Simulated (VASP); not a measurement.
# AlGa3N4 (P1) in VASP: single point with PBEsol

Aim: the single point of AlGa3N4 with PBEsol.

Program: VASP 6.6.1. These are calculated values, not measurements. Logs are shortened: lines on timing, memory, paths and dates and some standing lists are left out, and cuts for length are marked.

### 1 The cell of the first run

The typed cell holds 8 atoms: a = 4.300 Å, b = 4.813 Å, c = 4.286 Å, α = 95.18°, β = 85.41°, γ = 94.79°.

### 2 Single point, PBEsol (atoms moved at random and the cell strained at random)

Input file INCAR:

```
PREC     = Accurate       # precision mode
ENCUT    = 520            # plane-wave cutoff, eV
EDIFF    = 1E-6           # SCF threshold, eV
ISMEAR   = 0              # smearing method
SIGMA    = 0.05           # smearing width, eV
LREAL    = False          # projectors in reciprocal space
LASPH    = True           # aspherical terms in the spheres
NELM     = 80             # most SCF steps
ALGO     = Normal         # electronic algorithm
ISIF     = 2              # what is computed and relaxed
LWAVE    = False          # write WAVECAR
LCHARG   = False          # write CHGCAR
GGA      = PS             # functional
NBANDS   = 41             # bands
```

Input file KPOINTS:

```
Automatic mesh
0
Gamma
  6 6 6
```

Input file POSCAR:

```
AlGa3N4
1.0
    4.2929015597     -0.1860491505      0.1678216331
   -0.1860491505      4.8053257012     -0.2015194059
    0.1678216331     -0.2015194059      4.2779684499
Al Ga N
1 3 4
Direct
   -0.0003296756     -0.0237152041     -0.0341080916
    0.4703169153      0.5136604876     -0.0130078891
    0.5052673404      0.0076502896      0.5287210009
   -0.0197042282      0.5169948431      0.4902333161
    0.7523131223      0.7728162006      0.3159423729
    0.7614115015      0.2576205197      0.6981914338
    0.3009735432      0.6897804540      0.7570901389
    0.2297514810      0.2651924095      0.2569377183
```

Potentials or basis: VASP PAW PBE potentials, release 64 (Al, Ga_d, N).

On the command line:

```console
$ cat potpaw_PBE.64/Al/POTCAR potpaw_PBE.64/Ga_d/POTCAR potpaw_PBE.64/N/POTCAR > POTCAR
$ mpirun -np 1 vasp_std > vasp.out
```

OUTCAR:

```text
PREC = Accurate
   ENCUT = 520
   EDIFF = 1E-6
   ISMEAR = 0
   LREAL = False
   LASPH = True
   NELM = 80
   ISIF = 2
   GGA = PS

 ion  position               nearest neighbor table
   1  1.000  0.976  0.966-   8 2.03   5 2.04   7 2.07   6 2.21   3 2.76   4 2.87   3 2.97   2 3.05
                             3 3.09
   2  0.470  0.514  0.987-   7 1.61   8 1.92   6 2.09   5 2.17   4 2.89   1 3.05
   3  0.505  0.008  0.529-   6 1.71   5 1.76   7 1.99   8 2.24   1 2.76   1 2.97   1 3.09
   4  0.980  0.517  0.490-   6 1.76   8 1.86   5 1.88   7 1.95   1 2.87   2 2.89
   5  0.752  0.773  0.316-   3 1.76   4 1.88   1 2.04   2 2.17
   6  0.761  0.258  0.698-   3 1.71   4 1.76   2 2.09   1 2.21
   7  0.301  0.690  0.757-   2 1.61   4 1.95   3 1.99   1 2.07
   8  0.230  0.265  0.257-   4 1.86   2 1.92   1 2.03   3 2.24

  LATTYP: Found a triclinic cell.
 ALAT       =     4.2859990935
 B/A-ratio  =     1.3586598296
 C/A-ratio  =     1.1229928934
 COS(alpha) =     0.0048218357
 COS(beta)  =     0.0902453018
 COS(gamma) =     0.6768859585

  Lattice vectors:

 A1 = (   0.1678216331,  -0.2015194059,   4.2779684499)
 A2 = (  -4.1250799266,  -0.0154702554,   4.1101468168)
 A3 = (   0.1860491505,  -4.8053257012,   0.2015194059)

Analysis of symmetry for initial positions (statically):
=====================================================================
 Subroutine PRICEL returns:
 Original cell was already a primitive cell.

 Routine SETGRP: Setting up the symmetry group for a
 triclinic supercell.

 Subroutine GETGRP returns: Found  1 space group operations
 (whereof  1 operations were pure point group operations)
 out of a pool of  2 trial point group operations.

The static configuration has the point symmetry C_1 .

Analysis of symmetry for dynamics (positions and initial velocities):
=====================================================================
 Subroutine PRICEL returns:
 Original cell was already a primitive cell.

 Routine SETGRP: Setting up the symmetry group for a
 triclinic supercell.

 Subroutine GETGRP returns: Found  1 space group operations
 (whereof  1 operations were pure point group operations)
 out of a pool of  2 trial point group operations.

The dynamic configuration has the point symmetry C_1 .

 Subroutine INISYM returns: Found  1 space group operations
 (whereof  1 operations are pure point group operations),
 and found     1 'primitive' translations

----------------------------------------------------------------------------------------

                                     Primitive cell

  volume of cell :      87.8041

  direct lattice vectors                    reciprocal lattice vectors
     4.292901560 -0.186049151  0.167821633     0.233661194  0.008679466 -0.008757503
    -0.186049151  4.805325701 -0.201519406     0.008679466  0.208836759  0.009497045
     0.167821633 -0.201519406  4.277968450    -0.008757503  0.009497045  0.234546736

  length of vectors
     4.300207226  4.813146523  4.285999094     0.233986283  0.209232691  0.234902233

  position of ions in fractional coordinates (direct lattice)
     0.999670324  0.976284796  0.965891908
     0.470316915  0.513660488  0.986992111
     0.505267340  0.007650290  0.528721001
     0.980295772  0.516994843  0.490233316
     0.752313122  0.772816201  0.315942373
     0.761411501  0.257620520  0.698191434
     0.300973543  0.689780454  0.757090139
     0.229751481  0.265192410  0.256937718

  ion indices of the primitive-cell ions
   primitive index   ion index
                 1           1
                 2           2
                 3           3
                 4           4
                 5           5
                 6           6
                 7           7
                 8           8

----------------------------------------------------------------------------------------

 KPOINTS: Automatic mesh

Automatic generation of k-mesh.
 Grid dimensions read from file:
 generate k-points for:    6    6    6

 Generating k-lattice:

  Cartesian coordinates                     Fractional coordinates (reciprocal lattice)
     0.038943532  0.001446578 -0.001459584     0.166666667  0.000000000 -0.000000000
     0.001446578  0.034806127  0.001582841    -0.000000000  0.166666667  0.000000000
    -0.001459584  0.001582841  0.039091123     0.000000000  0.000000000  0.166666667

  Length of vectors
     0.038997714  0.034872115  0.039150372

  Shift w.r.t. Gamma in fractional coordinates (k-lattice)
     0.000000000  0.000000000  0.000000000

 Subroutine IBZKPT returns following result:
 ===========================================

 Found    112 irreducible k-points:

 Following reciprocal coordinates:
            Coordinates               Weight
  0.000000  0.000000  0.000000      1.000000
  0.166667  0.000000 -0.000000      2.000000
  0.333333  0.000000  0.000000      2.000000
  0.500000  0.000000 -0.000000      1.000000
  0.000000  0.166667  0.000000      2.000000
  0.166667  0.166667  0.000000      2.000000
[... 16 lines left out ...]
  0.333333  0.000000  0.166667      2.000000
  0.500000  0.000000  0.166667      2.000000
 [... further k-points ...]
   k-points           NKPTS =    112   k-points in BZ     NKDIM =    112   number of bands    NBANDS=     41
   number of dos      NEDOS =    301   number of ions     NIONS =      8
   total plane-waves  NPLWV =  36864
   dimension x,y,z NGX =    32 NGY =   36 NGZ =   32
   dimension x,y,z NGXF=    64 NGYF=   72 NGZF=   64
   ions per type =               1   3   4
   NGX,Y,Z   is equivalent  to a cutoff of  12.37, 12.43, 12.41 a.u.
   NGXF,Y,Z  is equivalent  to a cutoff of  24.74, 24.87, 24.82 a.u.
 SYSTEM =  unknown system
   PREC   = accura    normal or accurate (medium, high low for compatibility)
   ISTART =      0    job   : 0-new  1-cont  2-samecut
   ICHARG =      2    charge: 1-file 2-atom 10-const
   ISPIN  =      1    spin polarized calculation?
   LNONCOLLINEAR =      F non collinear calculations
   LSORBIT =      F    spin-orbit coupling
   LASPH  =      T    aspherical Exc in radial PAW
   ENCUT  =  520.0 eV  38.22 Ry    6.18 a.u.   8.00  8.95  7.97*2*pi/ulx,y,z
   NELM   =     80;   NELMIN=  2; NELMDL= -5     # of ELM steps
   EDIFF  = 0.1E-05   stopping-criterion for ELM
   LREAL  =      F    real-space projection
   EDIFFG = 0.1E-04   stopping-criterion for IOM
   NSW    =      0    number of steps for IOM
   IBRION =     -1    ionic relax: 0-MD 1-quasi-New 2-CG
   NFREE  =      0    steps in history (QN), initial steepest desc. (CG)
   ISIF   =      2    stress and relaxation
   ISYM   =      2    0-nonsym 1-usesym 2-fastsym
   POTIM  = 0.5000    time-step for ionic-motion
   TEBEG  =    0.0;   TEEND  =   0.0 temperature during run
   PSTRESS=    0.0 pullay stress
   NELECT =      62.0000    total number of electrons
   NUPDOWN=      -1.0000    fix difference up-down
   EMIN   =  10.00;   EMAX   =-10.00  energy-range for DOS
   EFERMI =   0.00;   METHOD = LEGACY
   ISMEAR =     0;   SIGMA  =   0.05  broadening in eV -4-tet -1-fermi 0-gaus
   EFERMI_NEDOS =   21; number of points for ismear=-14 and -15
   IALGO  =     38    algorithm
   IMIX   =      4    mixing-type and parameters
     AMIX     =   0.40;   BMIX     =  1.00
     AMIX_MAG =   1.60;   BMIX_MAG =  1.00
  volume/ion in A,a.u.               =      10.98        74.07
  Fermi-wavevector in a.u.,A,eV,Ry     =   1.457808  2.754858 28.915166  2.125205
  Thomas-Fermi vector in A             =   2.574566
   LORBIT       =      0    0 simple, 1 ext, 2 COOP (PROOUT), +10 PAW based schemes
   GGA     = PS    functional components
   LHFCALC =     F    Hartree Fock is set to
   AEXX    =    0.0000 exact exchange contribution
   IVDW    =     0    specifies the selected vdW correction
   LEPSILON=     F    determine dielectric tensor
   LRPA    =     F    only Hartree local field effects (RPA)
 non-spin polarized calculation
 Gauss-broadening in eV      SIGMA  =   0.05
  energy-cutoff  :      520.00
  volume of cell :       87.80
 maximum number of plane-waves:      2391
   NGX = 15   NGY = 17   NGZ = 15

 number of electron      62.0000004 magnetization

 Free energy of the ion-electron system (eV)
  ---------------------------------------------------
  ext. energy  EPLUGINS =         0.00000000
  ---------------------------------------------------
  free energy    TOTEN  =       -49.30871125 eV

  energy without entropy =      -49.30871125  energy(sigma->0) =      -49.30871125

 E-fermi :   6.7321     XC(G=0): -11.8380

 val. band max:        6.4757388588   @ k =   0.0000   0.0000   0.0000
 cond. band min:       7.0398077645   @ k =   0.0000   0.0000   0.0000
 fundamental gap:      0.5640689057
 Fermi energy:         6.7320831970

 k-point     1 :       0.0000    0.0000    0.0000
  band No.  band energies     occupation
      1     -10.8413      2.00000
      2      -9.7285      2.00000
      3      -9.2906      2.00000
      4      -8.6745      2.00000
      5      -7.8128      2.00000
      6      -7.7622      2.00000
[... 33 lines left out ...]
     40      15.8657      0.00000
     41      16.6106      0.00000

 k-point     2 :       0.1667    0.0000   -0.0000
  band No.  band energies     occupation
      1     -10.7444      2.00000
      2      -9.7422      2.00000
      3      -9.2975      2.00000
      4      -8.6788      2.00000
      5      -7.8112      2.00000
      6      -7.7514      2.00000
[... 33 lines left out ...]
     40      15.7338      0.00000
     41      16.5421      0.00000

 k-point     3 :       0.3333    0.0000    0.0000
  band No.  band energies     occupation
      1     -10.5114      2.00000
      2      -9.7911      2.00000
      3      -9.3119      2.00000
      4      -8.6919      2.00000
      5      -7.8035      2.00000
      6      -7.7290      2.00000
[... 33 lines left out ...]
     40      15.6858      0.00000
     41      16.2275      0.00000

 k-point     4 :       0.5000    0.0000   -0.0000
  band No.  band energies     occupation
      1     -10.3570      2.00000
      2      -9.8426      2.00000
      3      -9.3196      2.00000
      4      -8.7017      2.00000
      5      -7.7958      2.00000
      6      -7.7182      2.00000
[... 825 lines left out ...]
     40      15.6880      0.00000
     41      16.6359      0.00000

 k-point    23 :       0.3333    0.0000    0.1667
  band No.  band energies     occupation
      1     -10.4805      2.00000
      2      -9.7759      2.00000
      3      -9.3104      2.00000
      4      -8.7006      2.00000
      5      -7.8167      2.00000
      6      -7.7211      2.00000
[... 33 lines left out ...]
     40      15.6389      0.00000
     41      16.1472      0.00000

 k-point    24 :       0.5000    0.0000    0.1667
  band No.  band energies     occupation
      1     -10.3346      2.00000
      2      -9.8162      2.00000
      3      -9.3212      2.00000
      4      -8.7030      2.00000
      5      -7.8078      2.00000
      6      -7.7175      2.00000
[... 33 lines left out ...]
     40      15.6299      0.00000
     41      16.0547      0.00000

 [... further k-points ...]

------------------------ aborting loop because EDIFF is reached ----------------------------------------

  FORCE on cell =-STRESS in cart. coord.  units (eV):
  Direction    XX          YY          ZZ          XY          YZ          ZX
  --------------------------------------------------------------------------------------
  -------------------------------------------------------------------------------------
  Total       12.1173035      5.4865383     10.4562692      4.0995576      2.2623241     -4.4153096
  in kB      221.1065166    100.1138072    190.7973394     74.8053312     41.2810166    -80.5669131
  external PRESSURE =     170.6725544 kB  Pullay stress =       0.0000000 kB

 VOLUME and BASIS-vectors are now :
 -----------------------------------------------------------------------------
  energy-cutoff  :      520.00
  volume of cell :       87.80
      direct lattice vectors                 reciprocal lattice vectors
     4.292901560 -0.186049151  0.167821633     0.233661194  0.008679466 -0.008757503
    -0.186049151  4.805325701 -0.201519406     0.008679466  0.208836759  0.009497045
     0.167821633 -0.201519406  4.277968450    -0.008757503  0.009497045  0.234546736

 POSITION                                       TOTAL-FORCE (eV/Angst)
 -----------------------------------------------------------------------------------
      4.27195      4.31073      4.10308         0.438869      1.228729      2.351853
      2.08910      2.18191      4.19774         5.168893     -5.610077      6.073304
      2.25637     -0.16379      2.34510        -3.871656     -0.110047     -1.654874
      4.19440      2.20315      2.15753         1.204145      0.501696     -1.047636
      3.13885      3.51000      1.32211         1.981770     -1.571079     -5.385040
      3.33791      0.95559      3.06271         0.492410      0.074784      6.118479
      1.29077      3.10606      3.15031        -6.409905      7.955890     -4.133256
      0.98008      1.17981      1.08429         0.995474     -2.469895     -2.322830
 -----------------------------------------------------------------------------------
    total drift:                               -0.000014     -0.000211      0.000702

  FREE ENERGIE OF THE ION-ELECTRON SYSTEM (eV)
  ---------------------------------------------------
  free  energy   TOTEN  =       -49.3087112451 eV

  energy  without entropy=      -49.3087112451  energy(sigma->0) =      -49.30871125
```

It took 2.8 min on 1 thread of AMD EPYC 9R45 (Zen 5), shared host; peak memory 0.39 GiB.

What came out:

| Quantity | Value |
| --- | --- |
| Free energy | -49.3087 eV |
| Pressure | 17.1 GPa |
| Largest force | 11.021 eV/Å |
| Band gap on the k mesh | 0.56 eV, direct |

Forces on the atoms (eV/Å):
```
Al   0.439  1.229  2.352
Ga   5.169 -5.610  6.073
Ga  -3.872 -0.110 -1.655
Ga   1.204  0.502 -1.048
N    1.982 -1.571 -5.385
N    0.492  0.075  6.118
N   -6.410  7.956 -4.133
N    0.995 -2.470 -2.323
```

Levels at points of the mesh, in eV from the valence-band top:
| k point | band 29 | band 30 | band 31 | band 32 | band 33 | band 34 |
| --- | --- | --- | --- | --- | --- | --- |
| (0.00, 0.00, 0.00) | -1.36 | -0.55 | 0.00 | 0.56 | 1.18 | 2.30 |
| (0.50, 0.00, 0.00) | -2.14 | -1.85 | -1.30 | 2.76 | 3.05 | 5.06 |
| (0.00, 0.50, 0.00) | -1.56 | -1.47 | -0.67 | 2.23 | 3.00 | 4.13 |
| (0.50, 0.50, 0.00) | -2.28 | -1.76 | -0.89 | 3.02 | 4.06 | 5.23 |
| (0.00, 0.00, 0.50) | -2.55 | -1.97 | -1.22 | 2.66 | 3.78 | 4.32 |
| (0.50, 0.00, 0.50) | -1.05 | -0.94 | -0.20 | 3.93 | 4.43 | 5.28 |
| (0.00, 0.50, 0.50) | -1.98 | -1.47 | -1.00 | 3.15 | 3.99 | 4.56 |
| (0.50, 0.50, 0.50) | -1.00 | -0.84 | -0.42 | 2.45 | 3.38 | 4.01 |

Caveat: the cell differs from its parent crystal (atoms moved at random and the cell strained at random); the PAW data sets were made with another functional, which shifts forces and pressure a little.
